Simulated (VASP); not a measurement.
ZnS: single point with PBE

The system is ZnS.

```
Zn S
1.0
     3.80617    0.00000    0.00000
    -1.90309    3.29624    0.00000
     0.00000    0.00000    6.24169
Zn S
2 2
Direct
  0.33333 0.66667 0.00024
  0.66667 0.33333 0.50024
  0.33333 0.66667 0.37476
  0.66667 0.33333 0.87476
```

| Item | Value |
| --- | --- |
| Program | VASP 6.6.1 |
| Task | single point |
| Functional | PBE |
| Potentials or basis | VASP PAW PBE potentials, release 64 (Zn, S) |
| Cutoff | 520 eV |
| k mesh | 6 × 6 × 4 |
| Occupations | gaussian, width 0.01 eV |
| Spin | no spin polarisation |

```json
{
 "Pressure": "2.4 GPa",
 "Largest force": "0.008 eV/Å",
 "Band gap on the k mesh": "2.22 eV"
}
```

Forces in eV/Å, atoms in the order of the input:
```
Zn   0.000  0.000  0.008
Zn   0.000  0.000  0.008
S    0.000  0.000 -0.008
S    0.000  0.000 -0.008
```

Levels at points of the mesh, in eV from the valence-band top:
```tsv
k point	band 15	band 16	band 17	band 18	band 19	band 20	band 21	band 22
(0.00, 0.00, 0.00)	-0.90	-0.08	0.00	0.00	2.22	3.11	6.31	6.31
(0.50, 0.00, 0.00)	-3.29	-2.25	-1.69	-0.89	3.66	4.26	5.12	6.91
(0.00, 0.00, 0.50)	-0.47	-0.47	-0.47	-0.47	3.57	3.57	6.76	6.76
(0.50, 0.00, 0.50)	-1.64	-1.64	-1.62	-1.62	3.55	3.55	5.22	5.22
```

It took 47 s on 1 thread of Intel Xeon 8259CL (shared host), peak memory 0.19 GiB.
